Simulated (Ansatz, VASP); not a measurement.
**CaO: VASP beside Ansatz**

```
Ca O
1.0
     0.00000    2.45070    2.45070
     2.45070    0.00000    2.45070
     2.45070    2.45070    0.00000
Ca O
1 1
Direct
  0.00000 0.00000 0.00000
  0.50000 0.50000 0.50000
```

Alike in both runs: task single point; functional b88 exchange, pbe correlation; k mesh 10 × 10 × 10; occupations fermi-dirac, width 0.05 eV; no spin polarisation.

|  | VASP | Ansatz |
| --- | --- | --- |
| version | VASP 6.6.1 | Ansatz 0.2.0 |
| potentials or method | VASP PAW PBE potentials, release 64 (Ca_sv, O) | Ansatz PAW |
| plane-wave cutoff (eV) | 600 | 420 |
| valence electrons in the cell | 16 | 16 |

```tsv
	VASP	Ansatz	Ansatz less VASP
gap on the k mesh at the Fermi level (eV)	3.68	3.69	+0.016
least direct gap on the mesh (eV)	4.06	4.07	+0.016
pressure (GPa)	-3.9	-4.2	-0.32
```

VASP's potentials were made for PBE, not for b88 exchange, pbe correlation. The functional is the same, so the differences come from potentials, cutoffs and numerics.
